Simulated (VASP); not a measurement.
Write the native input for VASP 6.6.1 that does the following.

```
Task                   : single point
Functional             : LDA
Potentials or basis    : VASP PAW LDA potentials, release 64 (Co, Pd)
Cutoff                 : 600 eV
k mesh                 : 12 × 12 × 5
Occupations            : fermi-dirac, width 0.1 eV
Spin                   : collinear spin, ferromagnetic start
Starting moments       : [3.2, 3.2, 0.0] μB
Dipole correction      : no
Further INCAR settings : ALGO = Normal; EDIFF = 1e-06; NBANDS = 25
```

The structure of Co2Pd lies in POSCAR:

```
Co2Pd
1.0
    2.6379310000      0.0000000000      0.0000000000
   -1.3189650000      2.2845150000      0.0000000000
    0.0000000000      0.0000000000      6.3193440000
Co Pd
2 1
Direct
    0.3333333333      0.6666666667      0.6502220000
    0.6666666667      0.3333333333      0.3497780000
    0.0000000000      0.0000000000      0.0000000000
```

These files were run (other wordings do the same):

INCAR

```
SYSTEM = Co2Pd
  ALGO = Normal
  EDIFF = 1E-6
  ENCUT = 600
  GGA_COMPAT = .FALSE.
  ISIF = 2
  ISMEAR = -1
  ISPIN = 2
  LASPH = .TRUE.
  LCHARG = .FALSE.
  LMAXMIX = 4
  LORBIT = 11
  LREAL = .FALSE.
  LWAVE = .FALSE.
  MAGMOM = 3.2 3.2 0
  NBANDS = 25
  NELM = 200
  PREC = Accurate
  SIGMA = 0.1
```

KPOINTS

```
k-points
0
G
  12 12 5
  0 0 0
```

Potentials or basis: VASP PAW LDA potentials, release 64 (Co, Pd).

Command:

```sh
$ cat potpaw_LDA.64/Co/POTCAR potpaw_LDA.64/Pd/POTCAR > POTCAR
$ mpirun -np 1 vasp_std > vasp.out
```

Results of the run:

| Property | Result |
| --- | --- |
| Pressure | -17.1 GPa |
| Largest force | 0.172 eV/Å |
| Net moment | 3.65 μB per cell |
| Site moments | Co +1.73; Pd +0.20 μB |
| Valence electrons inside the program's atomic spheres | Co 8.10; Pd 9.62 |

Caveat: the cell stands under tension.

It took 5.4 min on 1 thread of Oxide Virtual Turin-like Processor, with other jobs on the host, peak memory 0.24 GiB.
